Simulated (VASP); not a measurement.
A run of VASP 6.6.1:

File INCAR:

```
  PREC = Accurate
  ENCUT = 520
  EDIFF = 1E-7
  ISMEAR = 0
  SIGMA = 0.1
  LREAL = F
  LASPH = T
  NELM = 150
  ALGO = Normal
  ISIF = 2
  LWAVE = F
  LCHARG = F
  ISPIN = 2
  MAGMOM = 1.5 1.5
  LORBIT = 11
  LMAXMIX = 4
  GGA = PE
  NBANDS = 24
```

The input KPOINTS:

```
Automatic mesh
0
Gamma
  7 7 7
```

Contents of POSCAR:

```
V
1.0
    0.0000000000      2.7305875431      2.7305875431
    2.7305875431      0.0000000000      2.7305875431
    2.7305875431      2.7305875431      0.0000000000
V
2
Direct
    0.0000000000      0.0000000000      0.0000000000
    0.2500000000      0.2500000000      0.2500000000
```

Potentials or basis: VASP PAW PBE potentials, release 64 (V_sv).

Launch:

```console
$ cat potpaw_PBE.64/V_sv/POTCAR > POTCAR
$ mpirun -np 1 vasp_std > vasp.out
```

Hardware: 1 thread of Intel(R) Xeon(R) 6975P-C (Granite Rapids), on a shared host.

Problem. Estimate the wall time of this run.

Solution. Run time: 21 s on 1 thread of Intel(R) Xeon(R) 6975P-C (Granite Rapids), with other jobs on the host, peak memory 0.19 GiB. Counts: scf iterations 14, k points 20.
